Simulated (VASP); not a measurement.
# ZrC (Fm-3m) in VASP: settings compared, part 2 of 2

VASP 6.6.1.

### 4 Single point, PBEsol

This run uses another cell than the first one, of 12.73 Å³/atom, 1.018 times its volume.

File INCAR:

```
SYSTEM = ZrC
PREC = Accurate
ENCUT = 520
EDIFF = 1E-6
ISMEAR = -1
SIGMA = 0.1
LREAL = .False.
LASPH = .True.
NELM = 100
ALGO = Normal
ISIF = 2
LWAVE = .False.
LCHARG = .False.
GGA = PS
NBANDS = 15
```

File KPOINTS:

```
Automatic mesh
0
Gamma
  11 11 11
  0 0 0
```

File POSCAR:

```
ZrC
1.0
    0.0000000000      2.3350491210      2.3350491210
    2.3350491210      0.0000000000      2.3350491210
    2.3350491210      2.3350491210      0.0000000000
Zr C
1 1
Direct
    0.5000000000      0.5000000000      0.5000000000
    0.0000000000      0.0000000000      0.0000000000
```

Potentials or basis: VASP PAW PBE potentials, release 64 (Zr_sv, C).

The run is started by

```
$ cat potpaw_PBE.64/Zr_sv/POTCAR potpaw_PBE.64/C/POTCAR > POTCAR
$ mpirun -np 1 vasp_std > vasp.out
```

OUTCAR:

```text
SYSTEM = ZrC
   PREC = Accurate
   ENCUT = 520
   EDIFF = 1E-6
   ISMEAR = -1
   LREAL = .False.
   LASPH = .True.
   NELM = 100
   ISIF = 2
   GGA = PS

 ion  position               nearest neighbor table
   1  0.500  0.500  0.500-   2 2.34   2 2.34   2 2.34   2 2.34   2 2.34   2 2.34
   2  0.000  0.000  0.000-   1 2.34   1 2.34   1 2.34   1 2.34   1 2.34   1 2.34

  LATTYP: Found a face centered cubic cell.
 ALAT       =     4.6700982420

  Lattice vectors:

 A1 = (   0.0000000000,   2.3350491210,   2.3350491210)
 A2 = (   2.3350491210,   0.0000000000,   2.3350491210)
 A3 = (   2.3350491210,   2.3350491210,   0.0000000000)

Analysis of symmetry for initial positions (statically):
=====================================================================
 Subroutine PRICEL returns:
 Original cell was already a primitive cell.

 Routine SETGRP: Setting up the symmetry group for a
 face centered cubic supercell.

 Subroutine GETGRP returns: Found 48 space group operations
 (whereof 48 operations were pure point group operations)
 out of a pool of 48 trial point group operations.

The static configuration has the point symmetry O_h .

[... 174 lines left out ...]
      6      10.6732      0.00016
      7      10.6732      0.00016
      8      10.6732      0.00016
      9      10.7805      0.00005
     10      10.7805      0.00005
     11      10.7805      0.00005
     12      12.5790      0.00000
     13      12.5790      0.00000
     14      17.2338      0.00000
[... 401 lines left out ...]
      2     -16.4300      2.00000
      3     -16.1093      2.00000
      4     -15.9435      2.00000
      5       0.0221      2.00000
      6       6.3664      2.00000
      7       7.4249      2.00000
      8       7.9311      2.00000
      9      11.9690      0.00000
     10      13.2070      0.00000
     11      13.8764      0.00000
     12      15.0619      0.00000
     13      18.5931      0.00000
     14      19.4008      0.00000
     15      23.4488      0.00000

 [... further k-points ...]

------------------------ aborting loop because EDIFF is reached ----------------------------------------

  FORCE on cell =-STRESS in cart. coord.  units (eV):
  Direction    XX          YY          ZZ          XY          YZ          ZX
  --------------------------------------------------------------------------------------
  -------------------------------------------------------------------------------------
  Total        0.0394022      0.0394022      0.0394022     -0.0000000     -0.0000000     -0.0000000
  in kB        2.4792074      2.4792074      2.4792074     -0.0000000     -0.0000000     -0.0000000
  external PRESSURE =       2.4792074 kB  Pullay stress =       0.0000000 kB

 VOLUME and BASIS-vectors are now :
 -----------------------------------------------------------------------------
  energy-cutoff  :      520.00
  volume of cell :       25.46
      direct lattice vectors                 reciprocal lattice vectors
     0.000000000  2.335049121  2.335049121    -0.214128258  0.214128258  0.214128258
     2.335049121  0.000000000  2.335049121     0.214128258 -0.214128258  0.214128258
     2.335049121  2.335049121  0.000000000     0.214128258  0.214128258 -0.214128258

 POSITION                                       TOTAL-FORCE (eV/Angst)
 -----------------------------------------------------------------------------------
      2.33505      2.33505      2.33505         0.000000     -0.000000     -0.000000
      0.00000      0.00000      0.00000        -0.000000      0.000000      0.000000
 -----------------------------------------------------------------------------------
    total drift:                                0.000000      0.000000      0.000000

  FREE ENERGIE OF THE ION-ELECTRON SYSTEM (eV)
  ---------------------------------------------------
  free  energy   TOTEN  =       -20.5768088445 eV

  energy  without entropy=      -20.5654174315  energy(sigma->0) =      -20.57111314
```

OSZICAR:

```text
N       E                     dE             d eps       ncg     rms          rms(c)
DAV:   1     0.999556439548E+02    0.99956E+02   -0.86584E+03  1688   0.108E+03
DAV:   2    -0.175990749377E+02   -0.11755E+03   -0.11012E+03  2142   0.287E+02
DAV:   3    -0.236153338791E+02   -0.60163E+01   -0.59770E+01  2675   0.555E+01
DAV:   4    -0.237809478214E+02   -0.16561E+00   -0.16552E+00  2115   0.619E+00
DAV:   5    -0.237823943304E+02   -0.14465E-02   -0.14465E-02  2172   0.563E-01    0.217E+01
DAV:   6    -0.206907794358E+02    0.30916E+01   -0.55826E+00  1992   0.217E+01    0.796E+00
DAV:   7    -0.205996439674E+02    0.91135E-01   -0.56002E-01  1914   0.552E+00    0.665E+00
DAV:   8    -0.206058005021E+02   -0.61565E-02   -0.28985E-01  2107   0.397E+00    0.440E+00
DAV:   9    -0.205771509757E+02    0.28650E-01   -0.52114E-02  1834   0.155E+00    0.587E-01
DAV:  10    -0.205768498340E+02    0.30114E-03   -0.44702E-03  2177   0.588E-01    0.199E-01
DAV:  11    -0.205768140594E+02    0.35775E-04   -0.24951E-04  1848   0.157E-01    0.440E-02
DAV:  12    -0.205768093885E+02    0.46708E-05   -0.47188E-06  2106   0.187E-02    0.755E-03
DAV:  13    -0.205768088445E+02    0.54402E-06   -0.12880E-06  1792   0.752E-03
   1 F= -.20576809E+02 E0= -.20571113E+02  d E =-.113914E-01
```

stdout:

```text
POSCAR found type information on POSCAR ZrC
 POSCAR found :  2 types and       2 ions
 scaLAPACK will be used
 -----------------------------------------------------------------------------
|                                                                             |
|                                                                             |
|     You enforced a specific xc type in the INCAR file but a different       |
|     I HOPE YOU KNOW WHAT YOU ARE DOING!                                     |
|                                                                             |
 -----------------------------------------------------------------------------

 LDA part: xc-table for (Slater+PW92), standard interpolation
 POSCAR, INCAR and KPOINTS ok, starting setup
 FFT: planning ... GRIDC
 FFT: planning ... GRID_SOFT
 FFT: planning ... GRID
 WAVECAR not read
 entering main loop
```

Wall time 22 s (1 thread of Intel Xeon Platinum 8259CL at 2.50GHz (Skylake/Cascade Lake), shared host); peak memory 0.17 GiB.

Results:

```yaml
Free_energy: -20.5768 eV
Pressure: 0.2 GPa
Band_gap_on_the_k_mesh: zero (band 8 reaches 10.67 eV, above the bottom of band 9 at 9.36 eV)
```

Caveat: the PAW data sets were made with another functional, which shifts forces and pressure a little.

### 5 Single point, r2SCAN

This run uses another cell than the first one, of 13.08 Å³/atom, 1.046 times its volume.

File POSCAR:

```
ZrC
1.0
    0.0000000000      2.3561044159      2.3561044159
    2.3561044159      0.0000000000      2.3561044159
    2.3561044159      2.3561044159      0.0000000000
Zr C
1 1
Direct
    0.5000000000      0.5000000000      0.5000000000
    0.0000000000      0.0000000000      0.0000000000
```

File INCAR.step1:

```
PREC = Accurate
ENCUT = 520
ISMEAR = -1
SIGMA = 0.1
LREAL = False
LASPH = True
NELM = 100
NBANDS = 15
GGA = PE
ALGO = Normal
EDIFF = 1E-4
LWAVE = True
LCHARG = False
```

File INCAR.step2:

```
PREC = Accurate
ENCUT = 520
EDIFF = 1E-7
ISMEAR = -1
SIGMA = 0.1
LREAL = False
LASPH = True
NELM = 100
ALGO = Normal
ISIF = 2
LWAVE = False
LCHARG = False
METAGGA = R2SCAN
LMIXTAU = True
NBANDS = 15
ISTART = 1
```

File KPOINTS:

```
Automatic mesh
0
Gamma
  11 11 11
```

The run is started by

```
$ cat potpaw_PBE.64/Zr_sv/POTCAR potpaw_PBE.64/C/POTCAR > POTCAR
$ cp INCAR.step1 INCAR
$ mpirun -np 1 vasp_std > vasp.out
$ cp INCAR.step2 INCAR
$ mpirun -np 1 vasp_std > vasp.out
```

It took 1.8 min on 1 thread of Intel Xeon Platinum 8259CL at 2.50GHz (Skylake/Cascade Lake), shared host; peak memory 0.17 GiB.

The run converged. Its results:

| Quantity | Value |
| --- | --- |
| Free energy | -34.7279 eV |
| Pressure | 0.2 GPa |
| Band gap on the k mesh | zero (band 8 reaches 10.48 eV, above the bottom of band 9 at 9.17 eV) |

Levels at points of the mesh, in eV from the Fermi level:
| k point | band 6 | band 7 | band 8 | band 9 | band 10 | band 11 |
| --- | --- | --- | --- | --- | --- | --- |
| (0.00, 0.00, 0.00) | 0.89 | 0.89 | 0.89 | 1.28 | 1.28 | 1.28 |

Caveat: the PAW data sets were made with another functional, which shifts forces and pressure a little.

### 6 Summary

```csv
level,potentials or basis,cell,gap on the mesh (eV),pressure (GPa)
LDA,"VASP PAW LDA potentials, release 64 (Zr_sv, C)","a = 3.283 Å, angles 60.0°, 2 atoms",none,0.5
PBE,"VASP PAW PBE potentials, release 64 (Zr_sv, C)","a = 3.330 Å, angles 60.0°, 2 atoms",none,0.2
PBEsol,"VASP PAW PBE potentials, release 64 (Zr_sv, C)","a = 3.302 Å, angles 60.0°, 2 atoms",none,0.2
r2SCAN,"VASP PAW PBE potentials, release 64 (Zr_sv, C)","a = 3.332 Å, angles 60.0°, 2 atoms",none,0.2
```

Alike in all rows: task single point; no spin polarisation; k mesh 11 × 11 × 11; cutoff (eV) 520; smearing fermi-dirac 0.1 eV.

Caveats: the PAW data sets were made with another functional, which shifts forces and pressure a little (some runs).

Absolute energies hang on the potentials; compare differences alone.
